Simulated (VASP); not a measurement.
Here is a VASP 6.6.1 calculation.

File INCAR:

```
PREC = Accurate
ENCUT = 520
EDIFF = 1E-6
ISMEAR = 0
SIGMA = 0.05
LREAL = F
LASPH = T
NELM = 60
ALGO = Normal
ISIF = 2
LWAVE = F
LCHARG = F
GGA = PS
NBANDS = 15
```

Contents of KPOINTS:

```
regular mesh
0
Gamma
  6 6 6
```

File POSCAR:

```
KI
1.0
    0.0000000000      3.5245500000      3.5597955000
    3.5245500000      0.0000000000      3.5597955000
    3.5245500000      3.5245500000      0.0000000000
K I
1 1
Direct
    0.0000000000      0.0000000000      0.0000000000
    0.5000000000      0.5000000000      0.5000000000
```

Potentials or basis: VASP PAW PBE potentials, release 64 (K_sv, I).

Launch:

```console
$ cat potpaw_PBE.64/K_sv/POTCAR potpaw_PBE.64/I/POTCAR > POTCAR
$ mpirun -np 1 vasp_std > vasp.out
```

Predict the band gap on the k mesh.

3.81 eV, direct.

Estimate the pressure.

-0.3 GPa.

Stress tensor (GPa, compression positive):
```
-0.20  0.00  0.00
 0.00 -0.20  0.00
 0.00  0.00 -0.42
```

Caveat: the cell differs from its parent crystal (strain +0.0100 x Voigt [0, 0, 1, 0, 0, 0]); the PAW data sets were made with another functional, which shifts forces and pressure a little; spin-orbit coupling is left out, which moves the levels of the heavy elements.
